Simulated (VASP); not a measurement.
# AlN in VASP: notebook

Runs on AlN. Level: PBEsol. Tasks: single point.

All numbers are computed with VASP 6.6.1; they aren't measurements. Logs are shortened: lines on timing, memory, paths and dates and some standing lists are left out, and cuts for length are marked.

**1. The cell of the first run**

It takes space group P6_3/mmc (No. 194, hexagonal). The conventional cell has a = 3.422 Å, b = 3.422 Å, c = 4.264 Å, α = 90.00°, β = 90.00°, γ = 120.00°. Within 2.6 Å of Al (site symmetry -6m2) lie 5 N at 1.98 to 2.13 Å. N (site symmetry -6m2) has 5 Al at 1.98 to 2.13 Å within 2.6 Å.

**2. Single point, PBEsol (strained)**

The input, INCAR:

```
SYSTEM = AlN
ALGO = Normal ; EDIFF = 1E-7
ENCUT = 520 ; GGA = PS
ISIF = 2 ; ISMEAR = 0
LASPH = .TRUE. ; LCHARG = .FALSE.
LREAL = .FALSE. ; LWAVE = .FALSE.
NBANDS = 16 ; NELM = 60
PREC = Accurate ; SIGMA = 0.02
```

The input, KPOINTS:

```
k-points
0
G
  9 9 6
  0 0 0
```

The input, POSCAR:

```
AlN
1.0
    3.4219786210      0.0000000000      0.0000000000
   -1.7109893105      2.9635204170      0.0000000000
    0.0000000000      0.0000000000      4.2636510197
Al N
2 2
Direct
    0.3333333300      0.6666666700      0.7500000000
    0.6666666700      0.3333333300      0.2500000000
    0.3333333300      0.6666666700      0.2500000000
    0.6666666700      0.3333333300      0.7500000000
```

Potentials or basis: VASP PAW PBE potentials, release 64 (Al, N).

Run with:

```sh
$ cat potpaw_PBE.64/Al/POTCAR potpaw_PBE.64/N/POTCAR > POTCAR
$ mpirun -np 1 vasp_std > vasp.out
```

OUTCAR:

```text
SYSTEM = AlN
   EDIFF = 1E-7
   ENCUT = 520
   GGA = PS
   ISIF = 2
   ISMEAR = 0
   LASPH = .TRUE.
   LREAL = .FALSE.
   NELM = 60
   PREC = Accurate

 ion  position               nearest neighbor table
   1  0.333  0.667  0.750-   4 1.98   4 1.98   4 1.98   3 2.13   3 2.13   2 2.91   2 2.91   2 2.91
                             2 2.91   2 2.91   2 2.91
   2  0.667  0.333  0.250-   3 1.98   3 1.98   3 1.98   4 2.13   4 2.13   1 2.91   1 2.91   1 2.91
                             1 2.91   1 2.91   1 2.91
   3  0.333  0.667  0.250-   2 1.98   2 1.98   2 1.98   1 2.13   1 2.13
   4  0.667  0.333  0.750-   1 1.98   1 1.98   1 1.98   2 2.13   2 2.13

  LATTYP: Found a hexagonal cell.
 ALAT       =     3.4219786210
 C/A-ratio  =     1.2459607414

  Lattice vectors:

 A1 = (   3.4219786210,   0.0000000000,   0.0000000000)
 A2 = (  -1.7109893105,   2.9635204170,   0.0000000000)
 A3 = (   0.0000000000,   0.0000000000,   4.2636510197)

Analysis of symmetry for initial positions (statically):
=====================================================================
 Subroutine PRICEL returns:
 Original cell was already a primitive cell.

 Routine SETGRP: Setting up the symmetry group for a
 hexagonal supercell.

 Subroutine GETGRP returns: Found 24 space group operations
 (whereof 12 operations were pure point group operations)
 out of a pool of 24 trial point group operations.

The static configuration has the point symmetry D_3d.
 The point group associated with its full space group is D_6h.

Analysis of symmetry for dynamics (positions and initial velocities):
=====================================================================
 Subroutine PRICEL returns:
 Original cell was already a primitive cell.

 Routine SETGRP: Setting up the symmetry group for a
 hexagonal supercell.

 Subroutine GETGRP returns: Found 24 space group operations
 (whereof 12 operations were pure point group operations)
 out of a pool of 24 trial point group operations.

The dynamic configuration has the point symmetry D_3d.
 The point group associated with its full space group is D_6h.

 Subroutine INISYM returns: Found 24 space group operations
 (whereof 12 operations are pure point group operations),
 and found     1 'primitive' translations

----------------------------------------------------------------------------------------

                                     Primitive cell

  volume of cell :      43.2381

  direct lattice vectors                    reciprocal lattice vectors
     3.421978621  0.000000000  0.000000000     0.292228594  0.168718257  0.000000000
    -1.710989311  2.963520417  0.000000000     0.000000000  0.337436514  0.000000000
     0.000000000  0.000000000  4.263651020     0.000000000  0.000000000  0.234540772

  length of vectors
     3.421978621  3.421978621  4.263651020     0.337436514  0.337436514  0.234540772

  position of ions in fractional coordinates (direct lattice)
     0.333333330  0.666666670  0.750000000
     0.666666670  0.333333330  0.250000000
     0.333333330  0.666666670  0.250000000
     0.666666670  0.333333330  0.750000000

  ion indices of the primitive-cell ions
   primitive index   ion index
                 1           1
                 2           2
                 3           3
                 4           4

----------------------------------------------------------------------------------------

 KPOINTS: k-points

Automatic generation of k-mesh.
 Grid dimensions read from file:
 generate k-points for:    9    9    6

 Generating k-lattice:

  Cartesian coordinates                     Fractional coordinates (reciprocal lattice)
     0.032469844  0.018746473  0.000000000     0.111111111 -0.000000000  0.000000000
     0.000000000  0.037492946  0.000000000     0.000000000  0.111111111  0.000000000
     0.000000000  0.000000000  0.039090129     0.000000000  0.000000000  0.166666667

  Length of vectors
     0.037492946  0.037492946  0.039090129

  Shift w.r.t. Gamma in fractional coordinates (k-lattice)
     0.000000000  0.000000000  0.000000000

 Subroutine IBZKPT returns following result:
 ===========================================

 Found     48 irreducible k-points:

 Following reciprocal coordinates:
            Coordinates               Weight
  0.000000  0.000000  0.000000      1.000000
  0.111111  0.000000  0.000000      6.000000
  0.222222  0.000000  0.000000      6.000000
  0.333333  0.000000  0.000000      6.000000
  0.444444  0.000000  0.000000      6.000000
  0.111111  0.111111  0.000000      6.000000
[... 16 lines left out ...]
  0.333333  0.222222  0.166667     24.000000
  0.333333  0.333333  0.166667      4.000000
 [... further k-points ...]
   k-points           NKPTS =     48   k-points in BZ     NKDIM =     48   number of bands    NBANDS=     16
   number of dos      NEDOS =    301   number of ions     NIONS =      4
   total plane-waves  NPLWV =  25088
   dimension x,y,z NGX =    28 NGY =   28 NGZ =   32
   dimension x,y,z NGXF=    56 NGYF=   56 NGZF=   64
   ions per type =               2   2
   NGX,Y,Z   is equivalent  to a cutoff of  13.60, 13.60, 12.48 a.u.
   NGXF,Y,Z  is equivalent  to a cutoff of  27.21, 27.21, 24.95 a.u.
 SYSTEM =  AlN
   PREC   = accura    normal or accurate (medium, high low for compatibility)
   ISTART =      0    job   : 0-new  1-cont  2-samecut
   ICHARG =      2    charge: 1-file 2-atom 10-const
   ISPIN  =      1    spin polarized calculation?
   LNONCOLLINEAR =      F non collinear calculations
   LSORBIT =      F    spin-orbit coupling
   LASPH  =      T    aspherical Exc in radial PAW
   ENCUT  =  520.0 eV  38.22 Ry    6.18 a.u.   6.36  6.36  7.93*2*pi/ulx,y,z
   NELM   =     60;   NELMIN=  2; NELMDL= -5     # of ELM steps
   EDIFF  = 0.1E-06   stopping-criterion for ELM
   LREAL  =      F    real-space projection
   EDIFFG = 0.1E-05   stopping-criterion for IOM
   NSW    =      0    number of steps for IOM
   IBRION =     -1    ionic relax: 0-MD 1-quasi-New 2-CG
   NFREE  =      0    steps in history (QN), initial steepest desc. (CG)
   ISIF   =      2    stress and relaxation
   ISYM   =      2    0-nonsym 1-usesym 2-fastsym
   POTIM  = 0.5000    time-step for ionic-motion
   TEBEG  =    0.0;   TEEND  =   0.0 temperature during run
   PSTRESS=    0.0 pullay stress
   NELECT =      16.0000    total number of electrons
   NUPDOWN=      -1.0000    fix difference up-down
   EMIN   =  10.00;   EMAX   =-10.00  energy-range for DOS
   EFERMI =   0.00;   METHOD = LEGACY
   ISMEAR =     0;   SIGMA  =   0.02  broadening in eV -4-tet -1-fermi 0-gaus
   EFERMI_NEDOS =   21; number of points for ismear=-14 and -15
   IALGO  =     38    algorithm
   IMIX   =      4    mixing-type and parameters
     AMIX     =   0.40;   BMIX     =  1.00
     AMIX_MAG =   1.60;   BMIX_MAG =  1.00
  volume/ion in A,a.u.               =      10.81        72.95
  Fermi-wavevector in a.u.,A,eV,Ry     =   1.175328  2.221048 18.795043  1.381397
  Thomas-Fermi vector in A             =   2.311711
   LORBIT       =      0    0 simple, 1 ext, 2 COOP (PROOUT), +10 PAW based schemes
   GGA     = PS    functional components
   LHFCALC =     F    Hartree Fock is set to
   AEXX    =    0.0000 exact exchange contribution
   IVDW    =     0    specifies the selected vdW correction
   LEPSILON=     F    determine dielectric tensor
   LRPA    =     F    only Hartree local field effects (RPA)
 non-spin polarized calculation
 Gauss-broadening in eV      SIGMA  =   0.02
  energy-cutoff  :      520.00
  volume of cell :       43.24
 maximum number of plane-waves:      1180
 NGX is ok and might be reduce to    28
   NGX = 13   NGY = 13   NGZ = 15

 number of electron      15.9999997 magnetization

 Free energy of the ion-electron system (eV)
  ---------------------------------------------------
  ext. energy  EPLUGINS =         0.00000000
  ---------------------------------------------------
  free energy    TOTEN  =       -30.69143631 eV

  energy without entropy =      -30.69143631  energy(sigma->0) =      -30.69143631

 E-fermi :   6.9876     XC(G=0): -10.9867

 val. band max:        6.8884715002   @ k =   0.0000   0.0000   0.0000
 cond. band min:       9.5108483458   @ k =   0.0000   0.0000   0.0000
 fundamental gap:      2.6223768455
 Fermi energy:         6.9875885546

 k-point     1 :       0.0000    0.0000    0.0000
  band No.  band energies     occupation
      1      -9.1888      2.00000
      2      -5.8451      2.00000
      3       0.5505      2.00000
      4       3.8587      2.00000
      5       3.8587      2.00000
      6       5.5145      2.00000
[... 8 lines left out ...]
     15      18.0630      0.00000
     16      18.4178      0.00000

 k-point     2 :       0.1111    0.0000    0.0000
  band No.  band energies     occupation
      1      -9.0617      2.00000
      2      -5.8480      2.00000
      3       0.6910      2.00000
      4       3.3780      2.00000
      5       3.6713      2.00000
      6       4.9969      2.00000
[... 8 lines left out ...]
     15      17.7508      0.00000
     16      17.8820      0.00000

 k-point     3 :       0.2222    0.0000    0.0000
  band No.  band energies     occupation
      1      -8.6974      2.00000
      2      -5.8944      2.00000
      3       1.1001      2.00000
      4       2.3549      2.00000
      5       3.2858      2.00000
      6       4.1014      2.00000
[... 8 lines left out ...]
     15      16.9873      0.00000
     16      18.6814      0.00000

 k-point     4 :       0.3333    0.0000    0.0000
  band No.  band energies     occupation
      1      -8.1600      2.00000
      2      -6.0721      2.00000
      3       1.4210      2.00000
      4       1.7275      2.00000
      5       2.9343      2.00000
      6       3.3509      2.00000
[... 8 lines left out ...]
     15      17.5120      0.00000
     16      19.0538      0.00000
[... 324 lines left out ...]
 k-point    22 :       0.2222    0.2222    0.1667
  band No.  band energies     occupation
      1      -7.7458      2.00000
      2      -6.2842      2.00000
      3       1.0336      2.00000
      4       1.4172      2.00000
      5       2.8791      2.00000
      6       3.4576      2.00000
[... 8 lines left out ...]
     15      18.1114      0.00000
     16      19.2650      0.00000

 k-point    23 :       0.3333    0.2222    0.1667
  band No.  band energies     occupation
      1      -7.2584      2.00000
      2      -6.5340      2.00000
      3       0.8037      2.00000
      4       1.4808      2.00000
      5       2.1462      2.00000
      6       3.9365      2.00000
[... 8 lines left out ...]
     15      17.9014      0.00000
     16      19.2901      0.00000

 k-point    24 :       0.3333    0.3333    0.1667
  band No.  band energies     occupation
      1      -6.8519      2.00000
      2      -6.8519      2.00000
      3       0.8607      2.00000
      4       1.6340      2.00000
      5       1.6340      2.00000
      6       4.2213      2.00000
[... 8 lines left out ...]
     15      17.6943      0.00000
     16      19.0661      0.00000

 [... further k-points ...]
[... 5 lines left out ...]
  --------------------------------------------------------------------------------------
  -------------------------------------------------------------------------------------
  Total       -5.1853587     -5.1853587     -4.2199558      0.0000000      0.0000000      0.0000000
  in kB     -192.1420962   -192.1420962   -156.3693447      0.0000000      0.0000000      0.0000000
  external PRESSURE =    -180.2178457 kB  Pullay stress =       0.0000000 kB

 VOLUME and BASIS-vectors are now :
 -----------------------------------------------------------------------------
  energy-cutoff  :      520.00
  volume of cell :       43.24
      direct lattice vectors                 reciprocal lattice vectors
     3.421978621  0.000000000  0.000000000     0.292228594  0.168718257  0.000000000
    -1.710989311  2.963520417  0.000000000     0.000000000  0.337436514  0.000000000
     0.000000000  0.000000000  4.263651020     0.000000000  0.000000000  0.234540772

 POSITION                                       TOTAL-FORCE (eV/Angst)
 -----------------------------------------------------------------------------------
     -0.00000      1.97568      3.19774        -0.000000      0.000000      0.000000
      1.71099      0.98784      1.06591        -0.000000     -0.000000      0.000000
     -0.00000      1.97568      1.06591        -0.000000     -0.000000      0.000000
      1.71099      0.98784      3.19774         0.000000      0.000000      0.000000
 -----------------------------------------------------------------------------------
    total drift:                               -0.000001      0.000001      0.000000

  FREE ENERGIE OF THE ION-ELECTRON SYSTEM (eV)
  ---------------------------------------------------
  free  energy   TOTEN  =       -30.6914363134 eV

  energy  without entropy=      -30.6914363134  energy(sigma->0) =      -30.69143631
```

It took 68 s on 1 thread of AMD EPYC 7R13, shared host; peak memory 0.14 GiB.

What came out:

```
Free energy            : -30.6914 eV
Pressure               : -18.0 GPa
Band gap on the k mesh : 2.62 eV, direct
```

Caveat: the cell differs from its parent crystal (strained); the PAW data sets were made with another functional, which shifts forces and pressure a little.

[end of part 1 of 3]
